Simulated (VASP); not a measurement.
The system is TiC.

```
Ti C
1.0
     0.00000    2.16572    2.16572
     2.16572    0.00000    2.16572
     2.16572    2.16572    0.00000
Ti C
1 1
Direct
  0.00000 0.00000 0.00000
  0.50000 0.50000 0.50000
```

Program: VASP 6.6.1. Alike in all runs: task single point; no spin polarisation; cell as given.

**Question.** Order these runs on this cell by their pressure, lowest first.
A. level PBE; potentials or basis VASP PAW PBE potentials, release 64 (Ti_sv, C); k mesh 11 × 11 × 11; cutoff (eV) 520; smearing gaussian 0.023 eV
B. level LDA; potentials or basis VASP PAW LDA potentials, release 64 (Ti_sv, C); k mesh 11 × 11 × 11; cutoff (eV) 520; smearing fermi-dirac 0.05 eV
C. level PBEsol+U; potentials or basis VASP PAW PBE potentials, release 64 (Ti_sv, C_h); U Ti d U = 5.0 eV; k mesh 11 × 11 × 11; cutoff (eV) 910; smearing fermi-dirac 0.05 eV; second run hard_potentials
D. level PBEsol; potentials or basis VASP PAW PBE potentials, release 64 (Ti_sv, C); k mesh 9 × 9 × 9; cutoff (eV) 520; smearing fermi-dirac 0.05 eV
E. level PBEsol+U; potentials or basis VASP PAW PBE potentials, release 64 (Ti_sv, C); U Ti d U = 8.0 eV; k mesh 11 × 11 × 11; cutoff (eV) 520; smearing fermi-dirac 0.05 eV

**Answer.** B (-12.0 GPa), D (-6.5 GPa), A (0.5 GPa), C (8.0 GPa), E (17.3 GPa).

Caveats: the PAW data sets were made with another functional, which shifts forces and pressure a little (some runs); U without spin polarisation on a metal has little footing (some runs); the U is typed as a test and isn't derived for this compound (some runs); the cutoff is under 1.25 times the usual one of these potentials, so pressure, stress and relaxed cells hold a basis-set (Pulay) error (some runs).
